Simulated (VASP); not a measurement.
Input of a VASP 6.6.1 run:

Contents of INCAR:

```
SYSTEM = SnSe2
PREC = Accurate
ENCUT = 500
EDIFF = 1E-6
ISMEAR = 0
SIGMA = 0.1
LREAL = .False.
LASPH = .True.
NELM = 120
ALGO = Normal
ISIF = 2
LWAVE = .False.
LCHARG = .False.
GGA = PE
NBANDS = 20
GGA_COMPAT = .False.
```

KPOINTS

```
Automatic mesh
0
Gamma
  6 6 4
  0 0 0
```

Contents of POSCAR:

```
SnSe2
1.0
    3.8418991400      0.0000000000      0.0000000000
   -1.9209495700      3.3271822500      0.0000000000
    0.0000000000      0.0000000000      6.4858801000
Sn Se
1 2
Direct
    0.0000000000      0.0000000000      0.0000000000
    0.6666666700      0.3333333300      0.7570988600
    0.3333333300      0.6666666700      0.2429011400
```

Potentials or basis: VASP PAW PBE potentials, release 64 (Sn_d, Se).

Run with:

```console
$ cat potpaw_PBE.64/Sn_d/POTCAR potpaw_PBE.64/Se/POTCAR > POTCAR
$ mpirun -np 1 vasp_std > vasp.out
```

Estimate the band gap on the k mesh.

0.75 eV (least direct gap 1.17 eV).

Predict the largest force.

0.250 eV/Å.

What does it give for the pressure?

2.0 GPa.

Forces on the atoms (eV/Å):
```
Sn   0.000  0.000  0.000
Se   0.000  0.000 -0.250
Se   0.000  0.000  0.250
```

Caveat: semilocal functionals underestimate gaps, and a narrow one can read as zero; spin-orbit coupling is left out, which moves the levels of the heavy elements; this functional lacks dispersion, which binds layers or chains, so the pressure and a relaxed spacing across them are unreliable. A k mesh can miss the band edges.
